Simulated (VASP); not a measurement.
Wanted: the native input for a VASP 6.6.1 run.

```yaml
Task: relaxation of cell and atoms
Functional: PBE
Potentials_or_basis: VASP PAW PBE potentials, release 64 (Ga_d, O)
Cutoff: 600 eV
k_mesh: 8 × 8 × 8
Occupations: gaussian, width 0.1 eV
Spin: no spin polarisation
Dipole_correction: no
Further_INCAR_settings: ALGO = Normal; EDIFF = 1e-07; IBRION = 2; EDIFFG = -0.01; NSW = 100; ISIF = 3
```

The structure of Ga4O lies in POSCAR:

```
Ga4O
1.0
    4.4720148659      0.0000000000      0.0000000000
    0.0000000000      4.4720148659      0.0000000000
    0.0000000000      0.0000000000      4.4720148659
Ga O
4 1
Direct
    0.0000000000      0.5000000000      0.5000000000
    0.5000000000      0.0000000000      0.5000000000
    0.5000000000      0.5000000000      0.0000000000
    0.0000000000      0.0000000000      0.0000000000
    0.5000000000      0.5000000000      0.5000000000
```

The input as run:

INCAR

```
SYSTEM = Ga4O
  PREC = Accurate
  ENCUT = 600
  EDIFF = 1E-7
  ISMEAR = 0
  SIGMA = 0.1
  LREAL = .False.
  LASPH = .True.
  NELM = 100
  ALGO = Normal
  ISIF = 3
  LWAVE = .False.
  LCHARG = .False.
  GGA = PE
  IBRION = 2
  NSW = 100
  EDIFFG = -0.01
```

KPOINTS

```
regular mesh
0
Gamma
  8 8 8
  0 0 0
```

Potentials or basis: VASP PAW PBE potentials, release 64 (Ga_d, O).

Command:

```bash
$ cat potpaw_PBE.64/Ga_d/POTCAR potpaw_PBE.64/O/POTCAR > POTCAR
$ mpirun -np 1 vasp_std > vasp.out
```

It gave:

| Quantity | Value |
| --- | --- |
| Relaxed volume | 17.82 Å³/atom |
| Relaxed cell | a = 4.467 Å, b = 4.467 Å, c = 4.467 Å, α = 90.00°, β = 90.00°, γ = 90.00° |
| Space group after relaxing (to 0.05 Å) | Pm-3m (No. 221) |
| Energy gained by relaxing | 0.1 meV/atom |
| Ionic steps | 2 |
| Pressure after relaxing | -0.1 GPa |
| Band gap on the k mesh | zero (band 29 reaches 6.18 eV, above the bottom of band 30 at 3.99 eV) |

Wall time 3.9 min on 1 thread of AMD EPYC 7R43 64-Core Processor (Zen 3) (shared host), peak memory 0.23 GiB.
